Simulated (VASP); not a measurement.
Rh: single point with PBE

The system is Rh.

```
Rh
1.0
     0.00000    2.17809    1.48044
     2.17809    0.00000    1.48044
     2.17809    2.17809    0.00000
Rh
1
Cartesian
  0.0000 0.0000 0.0000
```

This cell differs from its parent crystal: volume 14.047 Å^3 an atom, c/a of the conventional cell 0.6797.

```json
{
 "Program": "VASP 6.6.1",
 "Task": "single point",
 "Functional": "PBE",
 "Potentials or basis": "VASP PAW PBE potentials, release 64 (Rh_pv)",
 "Cutoff": "520 eV",
 "k mesh": "22 × 22 × 22",
 "Occupations": "gaussian, width 0.15 eV",
 "Spin": "no spin polarisation",
 "Dipole correction": "no",
 "Further INCAR settings": "ALGO = Fast; EDIFF = 1e-07; NBANDS = 14"
}
```

```
Pressure : 7.3 GPa
```

Stress tensor (GPa, compression positive):
```
11.04  0.00  0.00
 0.00 11.04  0.00
 0.00  0.00 -0.15
```

Levels at points of the mesh, in eV from the Fermi level:
```tsv
k point	band 4	band 5	band 6	band 7	band 8	band 9	band 10	band 11
(0.00, 0.00, 0.00)	-7.62	-3.07	-2.75	-2.75	-0.72	-0.20	18.22	18.22
(0.50, 0.00, 0.00)	-5.78	-4.49	-0.43	0.03	1.45	1.62	9.48	14.50
(0.50, 0.50, 0.00)	-5.79	-5.77	1.05	1.05	1.20	9.07	9.07	10.33
(0.50, 0.00, 0.50)	-5.76	-4.12	-0.81	-0.18	1.16	1.54	9.05	14.90
```

Run time: 85 s on 1 thread of AMD EPYC 9R45 96-Core Processor (Zen 5), on a shared host, peak memory 0.22 GiB.
